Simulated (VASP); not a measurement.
# AlN (P1) in VASP: relaxation of the atoms with LDA

Aim: the relaxation of the atoms of AlN with LDA.

Program: VASP 6.6.1. These are calculated values, not measurements. Logs are shortened: lines on timing, memory, paths and dates and some standing lists are left out, and cuts for length are marked.

### 1 The cell of the first run

The typed cell holds 4 atoms: a = 3.089 Å, b = 3.082 Å, c = 4.943 Å, α = 89.89°, β = 89.71°, γ = 119.78°.

### 2 Relaxation of the atoms, LDA (equal xy, yz and zx engineering shears of +0.5 %)

INCAR

```
SYSTEM = AlN
ALGO     = Normal         ! electronic algorithm
EDIFF    = 1E-7           ! SCF threshold, eV
EDIFFG   = -0.002         ! ionic threshold
ENCUT    = 520            ! plane-wave cutoff, eV
GGA      = CA             ! functional
IBRION   = 2              ! ionic algorithm
ISIF     = 2              ! what is computed and relaxed
ISMEAR   = 0              ! smearing method
LASPH    = .TRUE.         ! aspherical terms in the spheres
LCHARG   = .FALSE.        ! write CHGCAR
LREAL    = .FALSE.        ! projectors in reciprocal space
LWAVE    = .FALSE.        ! write WAVECAR
NELM     = 100            ! most SCF steps
NSW      = 50             ! ionic steps
PREC     = Accurate       ! precision mode
SIGMA    = 0.01           ! smearing width, eV
```

KPOINTS

```
k-points
0
G
  8 8 6
  0 0 0
```

POSCAR

```
AlN
1.0
    3.0887730631      0.0077219326      0.0077219327
   -1.5376991417      2.6710949729      0.0028264235
    0.0123581305      0.0123581305      4.9432521891
Al N
2 2
Direct
    0.3333333333      0.6666666667     -0.0009923830
    0.6666666667      0.3333333333      0.4990076170
    0.3333333333      0.6666666667      0.3809923830
    0.6666666667      0.3333333333      0.8809923830
```

Potentials or basis: VASP PAW LDA potentials, release 64 (Al, N).

Command:

```bash
$ cat potpaw_LDA.64/Al/POTCAR potpaw_LDA.64/N/POTCAR > POTCAR
$ mpirun -np 1 vasp_std > vasp.out
```

OUTCAR:

```text
SYSTEM = AlN
   EDIFF = 1E-7
   EDIFFG = -0.002
   ENCUT = 520
   GGA = CA
   IBRION = 2
   ISIF = 2
   ISMEAR = 0
   LASPH = .TRUE.
   LREAL = .FALSE.
   NELM = 100
   NSW = 50
   PREC = Accurate

 ion  position               nearest neighbor table
   1  0.333  0.667  0.999-   4 1.87   4 1.87   4 1.88   3 1.89   2 3.04   2 3.04   2 3.04   2 3.05
                             2 3.06   2 3.06
   2  0.667  0.333  0.499-   3 1.87   3 1.88   3 1.88   4 1.89   1 3.04   1 3.04   1 3.04   1 3.05
                             1 3.06   1 3.06
   3  0.333  0.667  0.381-   2 1.87   2 1.88   2 1.88   1 1.89
   4  0.667  0.333  0.881-   1 1.87   1 1.87   1 1.88   2 1.89

  LATTYP: Found a triclinic cell.
 ALAT       =     3.0954808335
 B/A-ratio  =     0.9956738721
 C/A-ratio  =     1.5969354521
 COS(alpha) =     0.0018363769
 COS(beta)  =     0.0068238030
 COS(gamma) =     0.5000046992

  Lattice vectors:

 A1 = (   1.5510739214,   2.6788169055,   0.0105483562)
 A2 = (  -1.5376991417,   2.6710949729,   0.0028264235)
 A3 = (   0.0123581305,   0.0123581305,   4.9432521891)

Analysis of symmetry for initial positions (statically):
=====================================================================
 Subroutine PRICEL returns:
 Original cell was already a primitive cell.

 Routine SETGRP: Setting up the symmetry group for a
 triclinic supercell.

 Subroutine GETGRP returns: Found  1 space group operations
 (whereof  1 operations were pure point group operations)
 out of a pool of  2 trial point group operations.

The static configuration has the point symmetry C_1 .

Analysis of symmetry for dynamics (positions and initial velocities):
=====================================================================
 Subroutine PRICEL returns:
 Original cell was already a primitive cell.

 Routine SETGRP: Setting up the symmetry group for a
 triclinic supercell.

 Subroutine GETGRP returns: Found  1 space group operations
 (whereof  1 operations were pure point group operations)
 out of a pool of  2 trial point group operations.

The dynamic configuration has the point symmetry C_1 .

 Subroutine INISYM returns: Found  1 space group operations
 (whereof  1 operations are pure point group operations),
 and found     1 'primitive' translations

----------------------------------------------------------------------------------------

                                     Primitive cell

  volume of cell :      40.8420

  direct lattice vectors                    reciprocal lattice vectors
     3.088773063  0.007721933  0.007721933     0.323291046  0.186113923 -0.001273512
    -1.537699142  2.671094973  0.002826423    -0.000932276  0.373842595 -0.000932276
     0.012358130  0.012358130  4.943252189    -0.000504485 -0.000504485  0.202298493

  length of vectors
     3.088792368  3.082089388  4.943283084     0.373037685  0.373844920  0.202299751

  position of ions in fractional coordinates (direct lattice)
     0.333333333  0.666666667  0.999007617
     0.666666667  0.333333333  0.499007617
     0.333333333  0.666666667  0.380992383
     0.666666667  0.333333333  0.880992383

  ion indices of the primitive-cell ions
   primitive index   ion index
                 1           1
                 2           2
                 3           3
                 4           4

----------------------------------------------------------------------------------------

 KPOINTS: k-points

Automatic generation of k-mesh.
 Grid dimensions read from file:
 generate k-points for:    8    8    6

 Generating k-lattice:

  Cartesian coordinates                     Fractional coordinates (reciprocal lattice)
     0.040411381  0.023264240 -0.000159189     0.125000000  0.000000000  0.000000000
    -0.000116534  0.046730324 -0.000116534    -0.000000000  0.125000000  0.000000000
    -0.000084081 -0.000084081  0.033716416     0.000000000 -0.000000000  0.166666667

  Length of vectors
     0.046629711  0.046730615  0.033716625

  Shift w.r.t. Gamma in fractional coordinates (k-lattice)
     0.000000000  0.000000000  0.000000000

 Subroutine IBZKPT returns following result:
 ===========================================

 Found    196 irreducible k-points:

 Following reciprocal coordinates:
            Coordinates               Weight
  0.000000  0.000000  0.000000      1.000000
  0.125000 -0.000000  0.000000      2.000000
  0.250000 -0.000000  0.000000      2.000000
  0.375000 -0.000000  0.000000      2.000000
  0.500000 -0.000000  0.000000      1.000000
  0.000000  0.125000  0.000000      2.000000
[... 16 lines left out ...]
  0.125000  0.375000  0.000000      2.000000
  0.250000  0.375000  0.000000      2.000000
 [... further k-points ...]
   k-points           NKPTS =    196   k-points in BZ     NKDIM =    196   number of bands    NBANDS=     12
   number of dos      NEDOS =    301   number of ions     NIONS =      4
   total plane-waves  NPLWV =  23040
   dimension x,y,z NGX =    24 NGY =   24 NGZ =   40
   dimension x,y,z NGXF=    48 NGYF=   48 NGZF=   80
   ions per type =               2   2
   NGX,Y,Z   is equivalent  to a cutoff of  12.92, 12.95, 13.45 a.u.
   NGXF,Y,Z  is equivalent  to a cutoff of  25.83, 25.89, 26.90 a.u.
 SYSTEM =  AlN
   PREC   = accura    normal or accurate (medium, high low for compatibility)
   ISTART =      0    job   : 0-new  1-cont  2-samecut
   ICHARG =      2    charge: 1-file 2-atom 10-const
   ISPIN  =      1    spin polarized calculation?
   LNONCOLLINEAR =      F non collinear calculations
   LSORBIT =      F    spin-orbit coupling
   LASPH  =      T    aspherical Exc in radial PAW
   ENCUT  =  520.0 eV  38.22 Ry    6.18 a.u.   5.74  5.73  9.19*2*pi/ulx,y,z
   NELM   =    100;   NELMIN=  2; NELMDL= -5     # of ELM steps
   EDIFF  = 0.1E-06   stopping-criterion for ELM
   LREAL  =      F    real-space projection
   EDIFFG = -.2E-02   stopping-criterion for IOM
   NSW    =     50    number of steps for IOM
   IBRION =      2    ionic relax: 0-MD 1-quasi-New 2-CG
   NFREE  =      1    steps in history (QN), initial steepest desc. (CG)
   ISIF   =      2    stress and relaxation
   ISYM   =      2    0-nonsym 1-usesym 2-fastsym
   POTIM  = 0.5000    time-step for ionic-motion
   TEBEG  =    0.0;   TEEND  =   0.0 temperature during run
   PSTRESS=    0.0 pullay stress
   NELECT =      16.0000    total number of electrons
   NUPDOWN=      -1.0000    fix difference up-down
   EMIN   =  10.00;   EMAX   =-10.00  energy-range for DOS
   EFERMI =   0.00;   METHOD = LEGACY
   ISMEAR =     0;   SIGMA  =   0.01  broadening in eV -4-tet -1-fermi 0-gaus
   EFERMI_NEDOS =   21; number of points for ismear=-14 and -15
   IALGO  =     38    algorithm
   IMIX   =      4    mixing-type and parameters
     AMIX     =   0.40;   BMIX     =  1.00
     AMIX_MAG =   1.60;   BMIX_MAG =  1.00
  volume/ion in A,a.u.               =      10.21        68.90
  Fermi-wavevector in a.u.,A,eV,Ry     =   1.197877  2.263660 19.523142  1.434910
  Thomas-Fermi vector in A             =   2.333781
   LORBIT       =      0    0 simple, 1 ext, 2 COOP (PROOUT), +10 PAW based schemes
   GGA     = CA    functional components
   LHFCALC =     F    Hartree Fock is set to
   AEXX    =    0.0000 exact exchange contribution
   IVDW    =     0    specifies the selected vdW correction
   LEPSILON=     F    determine dielectric tensor
   LRPA    =     F    only Hartree local field effects (RPA)
 conjugate gradient relaxation of ions
 non-spin polarized calculation
 Gauss-broadening in eV      SIGMA  =   0.01
  energy-cutoff  :      520.00
  volume of cell :       40.84
 maximum number of plane-waves:      1120
   NGX = 11   NGY = 11   NGZ = 19

--------------------------------------- Ionic step        1  -------------------------------------------

 number of electron      15.9999997 magnetization

 Free energy of the ion-electron system (eV)
  ---------------------------------------------------
  ext. energy  EPLUGINS =         0.00000000
  ---------------------------------------------------
  free energy    TOTEN  =       -32.83954412 eV

  energy without entropy =      -32.83954412  energy(sigma->0) =      -32.83954412

------------------------ aborting loop because EDIFF is reached ----------------------------------------

  FORCE on cell =-STRESS in cart. coord.  units (eV):
  Direction    XX          YY          ZZ          XY          YZ          ZX
  --------------------------------------------------------------------------------------
  -------------------------------------------------------------------------------------
  Total        0.1654401      0.1656562      0.1605403     -0.2365329     -0.1684788     -0.1685023
  in kB        6.4899928      6.4984666      6.2977766     -9.2788653     -6.6091961     -6.6101168
  external PRESSURE =       6.4287453 kB  Pullay stress =       0.0000000 kB
[... 251 lines left out ...]
  energy  without entropy=      -32.8398284906  energy(sigma->0) =      -32.83982849

--------------------------------------- Ionic step        8  -------------------------------------------

 number of electron      15.9999997 magnetization

 Free energy of the ion-electron system (eV)
  ---------------------------------------------------
  ext. energy  EPLUGINS =         0.00000000
  ---------------------------------------------------
  free energy    TOTEN  =       -32.83982941 eV

  energy without entropy =      -32.83982941  energy(sigma->0) =      -32.83982941

 E-fermi :   6.1881     XC(G=0): -11.3433

 val. band max:        6.1174724297   @ k =   0.0000   0.0000   0.0000
 cond. band min:      10.5376336341   @ k =   0.0000   0.0000   0.0000
 fundamental gap:      4.4201612043
 Fermi energy:         6.1880652340

 k-point     1 :       0.0000    0.0000    0.0000
  band No.  band energies     occupation
      1      -9.0583      2.00000
      2      -6.7643      2.00000
      3      -0.0391      2.00000
      4       5.2014      2.00000
      5       5.2482      2.00000
      6       5.8676      2.00000
      7       5.9031      2.00000
      8       6.1175      2.00000
      9      10.5376      0.00000
     10      12.8435      0.00000
     11      16.7684      0.00000
     12      17.1607      0.00000
[... 331 lines left out ...]
 k-point    24 :       0.2500    0.3750    0.0000
  band No.  band energies     occupation
      1      -6.6010      2.00000
      2      -6.2528      2.00000
      3       1.0261      2.00000
      4       2.2536      2.00000
      5       2.4121      2.00000
      6       3.2558      2.00000
      7       3.8563      2.00000
      8       4.0343      2.00000
      9      11.1752      0.00000
     10      14.0997      0.00000
     11      15.4943      0.00000
     12      15.9678      0.00000

 [... further k-points ...]

------------------------ aborting loop because EDIFF is reached ----------------------------------------

  FORCE on cell =-STRESS in cart. coord.  units (eV):
  Direction    XX          YY          ZZ          XY          YZ          ZX
  --------------------------------------------------------------------------------------
  -------------------------------------------------------------------------------------
  Total        0.1623106      0.1642940      0.1576692     -0.1629549     -0.1494347     -0.1494513
  in kB        6.3672263      6.4450310      6.1851497     -6.3924997     -5.8621221     -5.8627714
  external PRESSURE =       6.3324690 kB  Pullay stress =       0.0000000 kB
[... 19 lines left out ...]
  FREE ENERGIE OF THE ION-ELECTRON SYSTEM (eV)
  ---------------------------------------------------
  free  energy   TOTEN  =       -32.8398294126 eV

  energy  without entropy=      -32.8398294126  energy(sigma->0) =      -32.83982941

 reached required accuracy - stopping structural energy minimisation
```

Wall time 2.8 min (1 thread of Intel Xeon Platinum 8259CL at 2.50GHz (Skylake/Cascade Lake), shared host); peak memory 0.2 GiB.

What came out:

| Property | Result |
| --- | --- |
| Free energy | -32.8398 eV |
| Energy gained by relaxing | 0.1 meV/atom |
| Ionic steps | 8 |
| Pressure after relaxing | 0.6 GPa |
| Band gap on the k mesh | 4.42 eV |

Step by step:
| step | energy change (eV) | largest force (eV/Å) | pressure (GPa) |
| --- | --- | --- | --- |
| 1 | 0.0000 | 0.0880 | 0.64 |
| 2 | -0.0002 | 0.0431 | 0.63 |
| 3 | -0.0003 | 0.0048 | 0.63 |
| 4 | -0.0003 | 0.0049 | 0.63 |
| 5 | -0.0003 | 0.0042 | 0.63 |
| 6 | -0.0003 | 0.0066 | 0.63 |
| 7 | -0.0003 | 0.0045 | 0.63 |
| 8 | -0.0003 | 0.0015 | 0.63 |

Final structure:
```yaml
crystal:
  lattice:
    - [3.08877, 0.00772, 0.00772]
    - [-1.53770, 2.67109, 0.00283]
    - [0.01236, 0.01236, 4.94325]
  atoms:
    - { symbol: Al, position: [0.33261, 0.66634, 0.99900] }
    - { symbol: Al, position: [0.66650, 0.33301, 0.49900] }
    - { symbol: N, position: [0.33296, 0.66700, 0.38100] }
    - { symbol: N, position: [0.66794, 0.33366, 0.88100] }
```

Caveat: the cell differs from its parent crystal (equal xy, yz and zx engineering shears of +0.5 %).
